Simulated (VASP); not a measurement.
HfBiH2, 8 atoms in the cell. It takes space group P6_3/mmc (No. 194, hexagonal). The conventional cell has a = 3.282 Å, b = 3.282 Å, c = 11.492 Å, α = 90.00°, β = 90.00°, γ = 120.00°. Within 2.9 Å of Hf (site symmetry -3m) lie 6 H at 2.21 Å. Bi (site symmetry -6m2) has 6 H at 2.57 Å and 6 Bi at 3.28 Å within 3.4 Å. Within 2.9 Å of H (site symmetry 3m) lie 3 Hf at 2.21 Å and 3 Bi at 2.57 Å. 

```yaml
Program: VASP 6.6.1
Task: single point
Functional: PBE
Potentials_or_basis: VASP PAW PBE potentials, release 64 (Hf_pv, Bi_d, H)
Cutoff: 520 eV
k_mesh: 6 × 6 × 2
Occupations: gaussian, width 0.1 eV
Spin: no spin polarisation
Dipole_correction: no
Further_INCAR_settings: ALGO = Normal; EDIFF = 1e-06; NBANDS = 37
```

Potentials or basis: VASP PAW PBE potentials, release 64 (Hf_pv, Bi_d, H).

Launch:

```bash
$ cat potpaw_PBE.64/Hf_pv/POTCAR potpaw_PBE.64/Bi_d/POTCAR potpaw_PBE.64/H/POTCAR > POTCAR
$ mpirun -np 1 vasp_std > vasp.out
```

Hardware: 1 thread of Intel(R) Xeon(R) Platinum 8259CL CPU @ 2.50GHz (Skylake/Cascade Lake), on a shared host.

**Question.** How long does it take, and how much memory?

**Answer.** It took 52 s on 1 thread of Intel(R) Xeon(R) Platinum 8259CL CPU @ 2.50GHz (Skylake/Cascade Lake), with other jobs on the host, peak memory 0.24 GiB. Counts: scf iterations 15, k points 14.
